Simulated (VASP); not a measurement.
A run of VASP 6.6.1 is set up as follows.

File INCAR:

```
  PREC = Accurate
  ENCUT = 520
  EDIFF = 1E-6
  ISMEAR = 0
  SIGMA = 0.1
  LREAL = False
  LASPH = True
  NELM = 60
  ALGO = Normal
  ISIF = 2
  LWAVE = False
  LCHARG = False
  GGA = PE
  NBANDS = 46
```

KPOINTS

```
Automatic mesh
0
Gamma
  4 4 2
```

File POSCAR:

```
Al2InN3
1.0
    3.0317469735     -0.0000822883      0.0000175393
    0.0001399339      5.2369196388     -0.0043848927
    0.0000888700     -0.0065260447      7.5143416233
Al In N
4 2 6
Direct
    1.0000115019      0.3328266542      0.6554825594
    0.5000120331      0.8328235855      0.6554851472
    0.4999887050      0.1671807694      0.3445202804
    0.9999890939      0.6671794648      0.3445162349
    0.4999989994      0.4999960105      1.0000020694
    0.0000028961      0.0000001898     -0.0000022720
    1.0000287541      0.3336955524      0.1969524708
    0.5000353047      0.8336991541      0.1969479785
    0.4999586884      0.1662981896      0.8030475961
    0.9999626773      0.6663008277      0.8030531962
    0.5000048159      0.5000070774      0.4999991746
    0.0000065303     -0.0000074752      0.4999955645
```

Potentials or basis: VASP PAW PBE potentials, release 64 (Al, In_d, N).

Launch:

```sh
$ cat potpaw_PBE.64/Al/POTCAR potpaw_PBE.64/In_d/POTCAR potpaw_PBE.64/N/POTCAR > POTCAR
$ mpirun -np 1 vasp_std > vasp.out
```

**Question.** What does it give for the band gap on the k mesh?

**Answer.** 2.33 eV.

**Question.** What does it give for the pressure?

**Answer.** 0.0 GPa.

**Question.** Predict the largest force.

**Answer.** 0.031 eV/Å.

Forces in eV/Å, atoms in the order of the input:
```
Al   0.000 -0.001  0.002
Al   0.000 -0.001  0.002
Al   0.000  0.000 -0.003
Al   0.000  0.001 -0.002
In   0.000  0.000  0.000
In   0.000  0.000  0.000
N    0.000 -0.002  0.031
N   -0.001 -0.002  0.031
N    0.001  0.002 -0.031
N    0.001  0.002 -0.031
N    0.000 -0.001  0.000
N    0.000  0.001  0.001
```

Caveat: the k points lie up to 0.52 Å⁻¹ apart; spin-orbit coupling is left out, which moves the levels of the heavy elements. A k mesh can miss the band edges.
